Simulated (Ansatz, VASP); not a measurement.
One calculation of ReAgF6, two programs

```xyz
8
Lattice="3.5690 2.0606 2.3711 -3.5690 2.0606 2.3711 0.0000 -4.1211 2.3711" Properties=species:S:1:pos:R:3 pbc="T T T"
F    -2.4922    0.9919    3.5005
F     0.3871   -2.6543    3.5005
F     2.1051    1.6624    3.5005
F     2.4922   -0.9919    3.6127
F    -0.3871    2.6543    3.6127
F    -2.1051   -1.6624    3.6127
Re    0.0000    0.0000    0.0000
Ag    0.0000    0.0000    3.5566
```

Alike in both runs: functional r2SCAN; k mesh 4 × 4 × 4; no spin polarisation.

Ansatz relaxed the structure, and its values are those at the end. VASP's run is a single point on that final structure, the one shown.

|  | VASP | Ansatz |
| --- | --- | --- |
| version | VASP 6.6.1 | Ansatz 0.2.0 |
| potentials or method | VASP PAW PBE potentials, release 64 (F, Re, Ag), cutoff 520 eV | PAW plane waves |
| occupations | fermi-dirac, width 0.1 eV | fermi-dirac |
| valence electrons in the cell | 60 | 76 |

```tsv
	VASP	Ansatz	Ansatz less VASP
gap on the k mesh at the Fermi level (eV)	none	none	-
pressure (GPa)	2.2	0.0	-2.22
rms of the force components (eV/Å)	0.237	0.000	-0.2367
```

VASP's potentials were made for PBE, not for r2SCAN. A gap of «none» marks a metal or a gap that the smearing closes. One of these differences is far larger than is usual between the two programs; its cause wasn't traced. VASP's potentials hold 60 valence electrons a cell and Ansatz's 76, so a difference there can come from the potentials and not from the codes. Ansatz's warnings: structure snapped to symmetry.

Spin-orbit coupling is off throughout.
